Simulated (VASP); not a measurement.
# BeCo (Pm-3m) in VASP: a series of runs, part 2 of 2

VASP 6.6.1.

## (3) Single point, LDA, collinear spin, ferromagnetic start

Contents of INCAR:

```
SYSTEM = BeCo
  PREC = Accurate
  ENCUT = 520
  EDIFF = 1E-6
  ISMEAR = -1
  SIGMA = 0.3
  LREAL = .FALSE.
  LASPH = .TRUE.
  NELM = 150
  ALGO = Normal
  ISIF = 2
  LWAVE = .FALSE.
  LCHARG = .FALSE.
  ISPIN = 2
  MAGMOM = 0 3.2
  LORBIT = 11
  LMAXMIX = 4
  GGA = CA
  NBANDS = 16
```

Contents of KPOINTS:

```
regular mesh
0
G
  10 10 10
  0 0 0
```

Contents of POSCAR:

```
BeCo
1.0
    2.6060000000      0.0000000000      0.0000000000
    0.0000000000      2.6060000000      0.0000000000
    0.0000000000      0.0000000000      2.6060000000
Be Co
1 1
Direct
    0.0000000000      0.0000000000      0.0000000000
    0.5000000000      0.5000000000      0.5000000000
```

Potentials or basis: VASP PAW LDA potentials, release 64 (Be, Co).

On the command line:

```console
$ cat potpaw_LDA.64/Be/POTCAR potpaw_LDA.64/Co/POTCAR > POTCAR
$ mpirun -np 1 vasp_std > vasp.out
```

OUTCAR:

```text
SYSTEM = BeCo
   PREC = Accurate
   ENCUT = 520
   EDIFF = 1E-6
   ISMEAR = -1
   LREAL = .FALSE.
   LASPH = .TRUE.
   NELM = 150
   ISIF = 2
   ISPIN = 2
   LORBIT = 11
   GGA = CA

 ion  position               nearest neighbor table
   1  0.000  0.000  0.000-   2 2.26   2 2.26   2 2.26   2 2.26   2 2.26   2 2.26   2 2.26   2 2.26

   2  0.500  0.500  0.500-   1 2.26   1 2.26   1 2.26   1 2.26   1 2.26   1 2.26   1 2.26   1 2.26

  LATTYP: Found a simple cubic cell.
 ALAT       =     2.6060000000

  Lattice vectors:

 A1 = (   2.6060000000,   0.0000000000,   0.0000000000)
[... 1127 lines left out ...]

 VOLUME and BASIS-vectors are now :
 -----------------------------------------------------------------------------
  energy-cutoff  :      520.00
  volume of cell :       17.70
      direct lattice vectors                 reciprocal lattice vectors
     2.606000000  0.000000000  0.000000000     0.383729854  0.000000000  0.000000000
     0.000000000  2.606000000  0.000000000     0.000000000  0.383729854  0.000000000
     0.000000000  0.000000000  2.606000000     0.000000000  0.000000000  0.383729854

 POSITION                                       TOTAL-FORCE (eV/Angst)
 -----------------------------------------------------------------------------------
      0.00000      0.00000      0.00000         0.000000      0.000000      0.000000
      1.30300      1.30300      1.30300         0.000000      0.000000      0.000000
 -----------------------------------------------------------------------------------
    total drift:                               -0.000000      0.000000     -0.000000

  FREE ENERGIE OF THE ION-ELECTRON SYSTEM (eV)
  ---------------------------------------------------
  free  energy   TOTEN  =       -13.2832185016 eV

  energy  without entropy=      -12.7760512200  energy(sigma->0) =      -13.02963486

 total charge

# of ion       s       p       d       tot
------------------------------------------
    1        0.447   0.709   0.000   1.156
    2        0.479   0.564   7.426   8.468
--------------------------------------------------
tot          0.926   1.272   7.426   9.624

 magnetization (x)

# of ion       s       p       d       tot
------------------------------------------
    1       -0.000  -0.000   0.000  -0.000
    2       -0.000  -0.000   0.002   0.002
--------------------------------------------------
tot         -0.000  -0.000   0.002   0.002
```

OSZICAR:

```text
N       E                     dE             d eps       ncg     rms          rms(c)
DAV:   1     0.306400444411E+02    0.30640E+02   -0.51267E+03  3672   0.809E+02
DAV:   2    -0.138798372214E+02   -0.44520E+02   -0.40156E+02  4000   0.155E+02
DAV:   3    -0.154288957976E+02   -0.15491E+01   -0.15341E+01  4408   0.304E+01
DAV:   4    -0.154429122279E+02   -0.14016E-01   -0.14014E-01  4408   0.263E+00
DAV:   5    -0.154432732589E+02   -0.36103E-03   -0.36103E-03  4584   0.427E-01    0.169E+01
DAV:   6    -0.173791417686E+02   -0.19359E+01   -0.63270E+01  4680   0.852E+01    0.188E+01
DAV:   7    -0.133229321403E+02    0.40562E+01   -0.32862E+01  4600   0.495E+01    0.301E+00
DAV:   8    -0.132904696554E+02    0.32462E-01   -0.27114E-01  4424   0.364E+00    0.181E+00
DAV:   9    -0.132850764690E+02    0.53932E-02   -0.16310E-02  5304   0.879E-01    0.114E+00
DAV:  10    -0.132831614250E+02    0.19150E-02   -0.26500E-02  4616   0.110E+00    0.217E-01
DAV:  11    -0.132832522993E+02   -0.90874E-04   -0.58476E-04  4968   0.180E-01    0.619E-02
DAV:  12    -0.132832232570E+02    0.29042E-04   -0.85287E-05  5304   0.560E-02    0.614E-02
DAV:  13    -0.132832180896E+02    0.51675E-05   -0.20677E-05  4480   0.410E-02    0.130E-02
DAV:  14    -0.132832185016E+02   -0.41204E-06   -0.14039E-06  2272   0.745E-03
   1 F= -.13283219E+02 E0= -.13029635E+02  d E =-.507167E+00  mag=     0.0013
```

stdout:

```text
POSCAR found type information on POSCAR BeCo
 POSCAR found :  2 types and       2 ions
 scaLAPACK will be used
 LDA part: xc-table for (Slater(with rela. corr.)+CA(PZ))
 , standard interpolation
 POSCAR, INCAR and KPOINTS ok, starting setup
 FFT: planning ... GRIDC
 FFT: planning ... GRID_SOFT
 FFT: planning ... GRID
 WAVECAR not read
 entering main loop
```

Wall time 18 s (1 thread of Intel Xeon Platinum 8375C at 2.90GHz (Ice Lake), shared host); peak memory 0.14 GiB.

What came out:

| Item | Value |
| --- | --- |
| Free energy | -13.2832 eV |
| Pressure | -12.8 GPa |
| Net moment | 0.00 μB per cell |
| Valence electrons inside the program's atomic spheres | Be 1.16; Co 8.47 |

Caveat: the starting moments collapsed, and a magnetic state may lie lower.
